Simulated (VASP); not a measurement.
Runs of VASP 6.6.1 on Be4TeAs2. The structure is that of space group P6/mmm (No. 191), or close to it. The cells are those of the table. 

```tsv
task	cell	k mesh	cutoff (eV)	gap on the mesh (eV)	pressure (GPa)	largest force (eV/Å)
single point	a = 4.662, b = 4.662, c = 6.481 Å, angles 90.0, 90.0, 120.0°, 7 atoms	6 × 6 × 4	520	none	0.1	(a)
relaxation of cell and atoms	relaxed from a = 4.662, b = 4.662, c = 6.481 Å, angles 90.0, 90.0, 120.0°, 7 atoms	9 × 9 × 6	600	-	0.0	0.01
single point	a = 4.192, b = 4.192, c = 4.822 Å, angles 90.0, 90.0, 120.0°, 7 atoms	6 × 6 × 4	520	none	110.6	43.61
single point	a = 4.647, b = 4.647, c = 6.564 Å, angles 90.0, 90.0, 120.0°, 7 atoms	9 × 9 × 6	520	none	0.1	0.01
```

Alike in all rows: level PBE; potentials or basis VASP PAW PBE potentials, release 64 (Be, Te, As); no spin polarisation; smearing gaussian 0.1 eV.

**Question.** Fill in the values left out.

**Answer.** (a) 0.02.

Caveats: spin-orbit coupling is left out, which moves the levels of the heavy elements; the bands computed are all filled at some k points, so no gap is given (some runs); forces of over 1 eV/Å act on the atoms, so gaps and moduli don't describe the material at rest (some runs).

A k mesh can miss the band edges, and the runs leave out spin-orbit coupling on As, Te.

A gap of «none» marks levels without a gap at the run's occupations.
